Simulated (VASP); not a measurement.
# S (Im-3m) in VASP: further runs

S is run at these levels: PBE; tasks: single point, relaxation of cell and atoms.

All numbers are computed with VASP 6.6.1; they aren't measurements. Logs are shortened: lines on timing, memory, paths and dates and some standing lists are left out, and cuts for length are marked.

**1. The cell of the first run**

It takes space group Im-3m (No. 229, cubic). Conventional cell: a = 3.155 Å, b = 3.155 Å, c = 3.155 Å, α = 90.00°, β = 90.00°, γ = 90.00°. Within 3.6 Å of S (site symmetry m-3m) lie 14 S at 2.73 to 3.15 Å.

This isn't the form of S at room conditions, which is orthorhombic, of S8 rings.

**2. Single point, PBE**

INCAR reads:

```
SYSTEM = S
PREC = Accurate
ENCUT = 500
EDIFF = 1E-6
ISMEAR = 0
SIGMA = 0.05
LREAL = .False.
LASPH = .True.
NELM = 120
ALGO = Normal
ISIF = 2
LWAVE = .False.
LCHARG = .False.
GGA = PE
NBANDS = 9
GGA_COMPAT = .False.
```

KPOINTS reads:

```
Automatic mesh
0
Gamma
  17 17 17
  0 0 0
```

POSCAR reads:

```
S
1.0
   -1.5773888945      1.5773888945      1.5773888945
    1.5773888945     -1.5773888945      1.5773888945
    1.5773888945      1.5773888945     -1.5773888945
S
1
Direct
    0.0000000000      0.0000000000      0.0000000000
```

Potentials or basis: VASP PAW PBE potentials, release 64 (S).

On the command line:

```sh
> cat potpaw_PBE.64/S/POTCAR > POTCAR
> mpirun -np 1 vasp_std > vasp.out
```

OUTCAR:

```text
SYSTEM = S
   PREC = Accurate
   ENCUT = 500
   EDIFF = 1E-6
   ISMEAR = 0
   LREAL = .False.
   LASPH = .True.
   NELM = 120
   ISIF = 2
   GGA = PE

 ion  position               nearest neighbor table
   1  0.000  0.000  0.000-

  LATTYP: Found a body centered cubic cell.
 ALAT       =     3.1547777890

  Lattice vectors:

 A1 = (  -1.5773888945,   1.5773888945,   1.5773888945)
 A2 = (   1.5773888945,  -1.5773888945,   1.5773888945)
 A3 = (   1.5773888945,   1.5773888945,  -1.5773888945)

Analysis of symmetry for initial positions (statically):
=====================================================================
 Subroutine PRICEL returns:
 Original cell was already a primitive cell.

 Routine SETGRP: Setting up the symmetry group for a
 body centered cubic supercell.

 Subroutine GETGRP returns: Found 48 space group operations
 (whereof 48 operations were pure point group operations)
 out of a pool of 48 trial point group operations.

The static configuration has the point symmetry O_h .

Analysis of symmetry for dynamics (positions and initial velocities):
=====================================================================
 Subroutine PRICEL returns:
 Original cell was already a primitive cell.

 Routine SETGRP: Setting up the symmetry group for a
 body centered cubic supercell.

 Subroutine GETGRP returns: Found 48 space group operations
 (whereof 48 operations were pure point group operations)
 out of a pool of 48 trial point group operations.

The dynamic configuration has the point symmetry O_h .

 Subroutine INISYM returns: Found 48 space group operations
 (whereof 48 operations are pure point group operations),
 and found     1 'primitive' translations

----------------------------------------------------------------------------------------

                                     Primitive cell

  volume of cell :      15.6992

  direct lattice vectors                    reciprocal lattice vectors
    -1.577388895  1.577388895  1.577388895     0.000000000  0.316979536  0.316979536
     1.577388895 -1.577388895  1.577388895     0.316979536  0.000000000  0.316979536
     1.577388895  1.577388895 -1.577388895     0.316979536  0.316979536  0.000000000

  length of vectors
     2.732117709  2.732117709  2.732117709     0.448276759  0.448276759  0.448276759

  position of ions in fractional coordinates (direct lattice)
     0.000000000  0.000000000  0.000000000

  ion indices of the primitive-cell ions
   primitive index   ion index
                 1           1

----------------------------------------------------------------------------------------

 KPOINTS: Automatic mesh

Automatic generation of k-mesh.
 Grid dimensions read from file:
 generate k-points for:   17   17   17

 Generating k-lattice:

  Cartesian coordinates                     Fractional coordinates (reciprocal lattice)
     0.000000000  0.018645855  0.018645855     0.058823529  0.000000000  0.000000000
     0.018645855  0.000000000  0.018645855     0.000000000  0.058823529  0.000000000
     0.018645855  0.018645855  0.000000000     0.000000000  0.000000000  0.058823529

  Length of vectors
     0.026369221  0.026369221  0.026369221

  Shift w.r.t. Gamma in fractional coordinates (k-lattice)
     0.000000000  0.000000000  0.000000000

 Subroutine IBZKPT returns following result:
 ===========================================

 Found    165 irreducible k-points:

 Following reciprocal coordinates:
            Coordinates               Weight
  0.000000  0.000000  0.000000      1.000000
  0.058824  0.000000  0.000000     12.000000
  0.117647  0.000000  0.000000     12.000000
  0.176471  0.000000  0.000000     12.000000
  0.235294  0.000000  0.000000     12.000000
  0.294118  0.000000  0.000000     12.000000
[... 16 lines left out ...]
  0.411765  0.117647  0.000000     48.000000
  0.176471  0.176471  0.000000     24.000000
 [... further k-points ...]
   k-points           NKPTS =    165   k-points in BZ     NKDIM =    165   number of bands    NBANDS=      9
   number of dos      NEDOS =    301   number of ions     NIONS =      1
   total plane-waves  NPLWV =   8000
   dimension x,y,z NGX =    20 NGY =   20 NGZ =   20
   dimension x,y,z NGXF=    40 NGYF=   40 NGZF=   40
   ions per type =               1
   NGX,Y,Z   is equivalent  to a cutoff of  12.17, 12.17, 12.17 a.u.
   NGXF,Y,Z  is equivalent  to a cutoff of  24.34, 24.34, 24.34 a.u.
 SYSTEM =  S
   PREC   = accura    normal or accurate (medium, high low for compatibility)
   ISTART =      0    job   : 0-new  1-cont  2-samecut
   ICHARG =      2    charge: 1-file 2-atom 10-const
   ISPIN  =      1    spin polarized calculation?
   LNONCOLLINEAR =      F non collinear calculations
   LSORBIT =      F    spin-orbit coupling
   LASPH  =      T    aspherical Exc in radial PAW
   ENCUT  =  500.0 eV  36.75 Ry    6.06 a.u.   4.98  4.98  4.98*2*pi/ulx,y,z
   NELM   =    120;   NELMIN=  2; NELMDL= -5     # of ELM steps
   EDIFF  = 0.1E-05   stopping-criterion for ELM
   LREAL  =      F    real-space projection
   EDIFFG = 0.1E-04   stopping-criterion for IOM
   NSW    =      0    number of steps for IOM
   IBRION =     -1    ionic relax: 0-MD 1-quasi-New 2-CG
   NFREE  =      0    steps in history (QN), initial steepest desc. (CG)
   ISIF   =      2    stress and relaxation
   ISYM   =      2    0-nonsym 1-usesym 2-fastsym
   POTIM  = 0.5000    time-step for ionic-motion
   TEBEG  =    0.0;   TEEND  =   0.0 temperature during run
   PSTRESS=    0.0 pullay stress
   NELECT =       6.0000    total number of electrons
   NUPDOWN=      -1.0000    fix difference up-down
   EMIN   =  10.00;   EMAX   =-10.00  energy-range for DOS
   EFERMI =   0.00;   METHOD = LEGACY
   ISMEAR =     0;   SIGMA  =   0.05  broadening in eV -4-tet -1-fermi 0-gaus
   EFERMI_NEDOS =   21; number of points for ismear=-14 and -15
   IALGO  =     38    algorithm
   IMIX   =      4    mixing-type and parameters
     AMIX     =   0.40;   BMIX     =  1.00
     AMIX_MAG =   1.60;   BMIX_MAG =  1.00
  volume/ion in A,a.u.               =      15.70       105.94
  Fermi-wavevector in a.u.,A,eV,Ry     =   1.188046  2.245081 19.203978  1.411453
  Thomas-Fermi vector in A             =   2.324184
   LORBIT       =      0    0 simple, 1 ext, 2 COOP (PROOUT), +10 PAW based schemes
   GGA     = PE    functional components
   LHFCALC =     F    Hartree Fock is set to
   AEXX    =    0.0000 exact exchange contribution
   IVDW    =     0    specifies the selected vdW correction
   LEPSILON=     F    determine dielectric tensor
   LRPA    =     F    only Hartree local field effects (RPA)
 non-spin polarized calculation
 Gauss-broadening in eV      SIGMA  =   0.05
  energy-cutoff  :      500.00
  volume of cell :       15.70
 maximum number of plane-waves:       410
   NGX =  9   NGY =  9   NGZ =  9

 number of electron       5.9999998 magnetization

 Free energy of the ion-electron system (eV)
  ---------------------------------------------------
  ext. energy  EPLUGINS =         0.00000000
  ---------------------------------------------------
  free energy    TOTEN  =        -3.00120358 eV

  energy without entropy =       -2.99997716  energy(sigma->0) =       -3.00059037

 E-fermi :   7.7422     XC(G=0): -11.2033

 val. band max:        7.7412466819   @ k =  -0.1765   0.1765   0.1176
 cond. band min:       7.7425919867   @ k =  -0.1765   0.1765   0.0588
 fundamental gap:      0.0013453048
 Fermi energy:         7.7422041261

 k-point     1 :       0.0000    0.0000    0.0000
  band No.  band energies     occupation
      1      -9.2113      2.00000
      2      10.8286      0.00000
      3      10.8286      0.00000
      4      10.8286      0.00000
      5      19.9832      0.00000
      6      19.9832      0.00000
      7      19.9832      0.00000
      8      22.2994      0.00000
      9      23.7055      0.00000

 k-point     2 :       0.0588    0.0000    0.0000
  band No.  band energies     occupation
      1      -9.1238      2.00000
      2      10.3972      0.00000
      3      10.6594      0.00000
      4      10.8018      0.00000
      5      19.7452      0.00000
      6      19.9418      0.00000
      7      20.3222      0.00000
      8      22.5958      0.00000
      9      23.2015      0.00000

 k-point     3 :       0.1176    0.0000    0.0000
  band No.  band energies     occupation
      1      -8.8630      2.00000
      2       9.2664      0.00000
      3      10.2227      0.00000
      4      10.7239      0.00000
      5      19.1514      0.00000
      6      19.4955      0.00000
      7      21.2658      0.00000
      8      22.6466      0.00000
      9      23.4943      0.00000

 k-point     4 :       0.1765    0.0000    0.0000
  band No.  band energies     occupation
      1      -8.4335      2.00000
      2       7.7330      1.20501
      3       9.6592      0.00000
      4      10.6039      0.00000
      5      18.4159      0.00000
      6      18.5620      0.00000
      7      22.6662      0.00000
      8      22.7154      0.00000
      9      23.4525      0.00000

 k-point     5 :       0.2353    0.0000    0.0000
  band No.  band energies     occupation
      1      -7.8451      2.00000
      2       6.0263      2.00000
      3       9.0854      0.00000
      4      10.4567      0.00000
      5      17.5515      0.00000
      6      17.6900      0.00000
      7      23.1566      0.00000
      8      23.6114      0.00000
      9      24.3915      0.00000

 k-point     6 :       0.2941    0.0000    0.0000
  band No.  band energies     occupation
      1      -7.1172      2.00000
      2       4.2987      2.00000
      3       8.5737      0.00000
      4      10.3023      0.00000
      5      16.6816      0.00000
      6      17.0564      0.00000
      7      23.7958      0.00000
      8      24.0035      0.00000
      9      26.3380      0.00000
[... 169 lines left out ...]
 k-point    21 :       0.2941    0.1176    0.0000
  band No.  band energies     occupation
      1      -6.0661      2.00000
      2       2.8020      2.00000
      3       7.1312      2.00000
      4       9.5015      0.00000
      5      16.6212      0.00000
      6      17.8977      0.00000
      7      22.8884      0.00000
      8      25.6264      0.00000
      9      27.2452      0.00000

 k-point    22 :       0.3529    0.1176    0.0000
  band No.  band energies     occupation
      1      -5.2557      2.00000
      2       1.4934      2.00000
      3       6.7695      2.00000
      4       9.3556      0.00000
      5      16.2639      0.00000
      6      17.7102      0.00000
      7      23.5808      0.00000
      8      25.8391      0.00000
      9      28.6751      0.00000

 k-point    23 :       0.4118    0.1176    0.0000
  band No.  band energies     occupation
      1      -4.6767      2.00000
      2       0.6549      2.00000
      3       6.5894      2.00000
      4       9.2781      0.00000
      5      16.0800      0.00000
      6      17.6155      0.00000
      7      24.4252      0.00000
      8      25.2965      0.00000
      9      29.7416      0.00000

 k-point    24 :       0.1765    0.1765    0.0000
  band No.  band energies     occupation
      1      -6.9550      2.00000
      2       4.7202      2.00000
      3       7.3441      2.00000
      4       9.6060      0.00000
      5      17.4038      0.00000
      6      18.6896      0.00000
      7      22.6010      0.00000
      8      23.2421      0.00000
      9      26.2907      0.00000

 [... further k-points ...]

------------------------ aborting loop because EDIFF is reached ----------------------------------------

  FORCE on cell =-STRESS in cart. coord.  units (eV):
  Direction    XX          YY          ZZ          XY          YZ          ZX
  --------------------------------------------------------------------------------------
  -------------------------------------------------------------------------------------
  Total       -0.0147111     -0.0147111     -0.0147111      0.0000000      0.0000000      0.0000000
  in kB       -1.5013395     -1.5013395     -1.5013395      0.0000000      0.0000000      0.0000000
  external PRESSURE =      -1.5013395 kB  Pullay stress =       0.0000000 kB

 VOLUME and BASIS-vectors are now :
 -----------------------------------------------------------------------------
  energy-cutoff  :      500.00
  volume of cell :       15.70
      direct lattice vectors                 reciprocal lattice vectors
    -1.577388895  1.577388895  1.577388895     0.000000000  0.316979536  0.316979536
     1.577388895 -1.577388895  1.577388895     0.316979536  0.000000000  0.316979536
     1.577388895  1.577388895 -1.577388895     0.316979536  0.316979536  0.000000000

 POSITION                                       TOTAL-FORCE (eV/Angst)
 -----------------------------------------------------------------------------------
      0.00000      0.00000      0.00000        -0.000000      0.000000     -0.000000
 -----------------------------------------------------------------------------------
    total drift:                                0.000000      0.000000     -0.000000

  FREE ENERGIE OF THE ION-ELECTRON SYSTEM (eV)
  ---------------------------------------------------
  free  energy   TOTEN  =        -3.0012035825 eV

  energy  without entropy=       -2.9999771583  energy(sigma->0) =       -3.00059037
```

It took 8.5 s on 1 thread of Intel Xeon Platinum 8488C (Sapphire Rapids), shared host; peak memory 0.13 GiB.

What came out:

```
Free energy            : -3.0012 eV
Pressure               : -0.2 GPa
Band gap on the k mesh : zero (bands 3 and 4 overlap by 6.98 eV)
```

Levels at points of the mesh, in eV from the Fermi level:
```tsv
k point	band 1	band 2	band 3	band 4	band 5	band 6	band 7	band 8
(0.00, 0.00, 0.00)	-16.95	3.09	3.09	3.09	12.24	12.24	12.24	14.56
```

**3. Relaxation of cell and atoms, PBE**

This run uses another cell than the first one, of 18.46 Å³/atom.

INCAR reads:

```
ALGO = Normal
EDIFF = 1E-7
EDIFFG = -0.02
ENCUT = 500
GGA = PE
GGA_COMPAT = False
IBRION = 2
ISIF = 3
ISMEAR = 0
LASPH = True
LCHARG = False
LREAL = False
LWAVE = False
NELM = 120
NELMIN = 4
NSW = 60
PREC = Accurate
SIGMA = 0.05
```

KPOINTS reads:

```
k-points
0
Gamma
  17 17 17
```

POSCAR reads:

```
S
1.0
   -1.6650000000      1.6650000000      1.6650000000
    1.6650000000     -1.6650000000      1.6650000000
    1.6650000000      1.6650000000     -1.6650000000
S
1
Direct
    0.0000000000      0.0000000000      0.0000000000
```

Potentials or basis: VASP PAW PBE potentials, release 64 (S).

On the command line:

```sh
> cat potpaw_PBE.64/S/POTCAR > POTCAR
> mpirun -np 1 vasp_std > vasp.out
```

It took 14 s on 1 thread of Intel Xeon Platinum 8488C (Sapphire Rapids), shared host; peak memory 0.14 GiB.

Results (log left out):

| Quantity | Value |
| --- | --- |
| Free energy | -3.0022 eV |
| Relaxed volume | 15.66 Å³/atom |
| Relaxed cell | a = 2.730 Å, b = 2.730 Å, c = 2.730 Å, α = 109.47°, β = 109.47°, γ = 109.47° |
| Space group after relaxing (to 0.1 Å) | Im-3m (No. 229) |
| Energy gained by relaxing | 95.6 meV/atom |
| Ionic steps | 2 |
| Pressure after relaxing | 0.1 GPa |
| Band gap on the k mesh | zero (bands 3 and 4 overlap by 7.00 eV) |

Step by step:
```
step  energy change (eV)  largest force (eV/Å)  pressure (GPa)  volume (Å³)
   1              0.0000                0.0000           -9.60        18.46
   2             -0.0956                0.0000            0.05        15.66
```

Final structure:
```cif
data_structure
_symmetry_space_group_name_H-M 'P 1'
_symmetry_Int_Tables_number 1
_cell_length_a 2.7300
_cell_length_b 2.7300
_cell_length_c 2.7300
_cell_angle_alpha 109.471
_cell_angle_beta 109.471
_cell_angle_gamma 109.471
_cell_volume 15.66
loop_
_atom_site_label
_atom_site_type_symbol
_atom_site_fract_x
_atom_site_fract_y
_atom_site_fract_z
_atom_site_occupancy
S1 S 0.00000 0.00000 0.00000 1
```

Levels at points of the mesh, in eV from the Fermi level:
```csv
k point,band 1,band 2,band 3,band 4,band 5,band 6,band 7
"(0.00, 0.00, 0.00)",-16.98,3.10,3.10,3.10,12.24,12.24,12.24
```

Caveat: the volume moved by over 15 % at a fixed basis, so the end points are rough.
